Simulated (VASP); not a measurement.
Cu2Au3:

```
Cu Au
1.0
     4.41159    0.00000    0.00000
     0.00000    4.41159    0.00000
     0.00000    0.00000    4.41159
Cu Au
2 3
Direct
  0.50000 0.50000 0.50000
  0.00000 0.00000 0.00000
  0.50000 0.00000 0.00000
  0.00000 0.50000 0.00000
  0.00000 0.00000 0.50000
```

| Property | Result |
| --- | --- |
| Program | VASP 6.6.1 |
| Task | relaxation of cell and atoms |
| Functional | PBE |
| Potentials or basis | VASP PAW PBE potentials, release 64 (Cu, Au) |
| Cutoff | 600 eV |
| k mesh | 4 × 4 × 4 |
| Occupations | gaussian, width 0.1 eV |
| Spin | no spin polarisation |

At the start: pressure 26.2 GPa; volume 17.17 Å³/atom.

Question: Where does the relaxation end?

Answer: Over 3 steps the energy falls by 263.5 meV/atom and the volume is 21.22 Å³/atom (+23.6 %); space group Pm-3m (No. 221, to 0.05 Å).

The path:
```tsv
step	energy change (eV)	largest force (eV/Å)	pressure (GPa)	volume (Å³)
1	0.0000	0.0000	26.18	85.86
2	-0.7644	0.0000	-7.48	125.65
3	-1.3177	0.0000	-0.04	106.11
```

Final structure:
```cif
data_structure
_symmetry_space_group_name_H-M 'P 1'
_symmetry_Int_Tables_number 1
_cell_length_a 4.7343
_cell_length_b 4.7343
_cell_length_c 4.7343
_cell_angle_alpha 90.000
_cell_angle_beta 90.000
_cell_angle_gamma 90.000
_cell_volume 106.11
loop_
_atom_site_label
_atom_site_type_symbol
_atom_site_fract_x
_atom_site_fract_y
_atom_site_fract_z
_atom_site_occupancy
Cu1 Cu 0.50000 0.50000 0.50000 1
Cu2 Cu 0.00000 0.00000 0.00000 1
Au1 Au 0.50000 0.00000 0.00000 1
Au2 Au 0.00000 0.50000 0.00000 1
Au3 Au 0.00000 0.00000 0.50000 1
```

Caveat: the volume moved by over 15 % at a fixed basis, so the end points are rough.
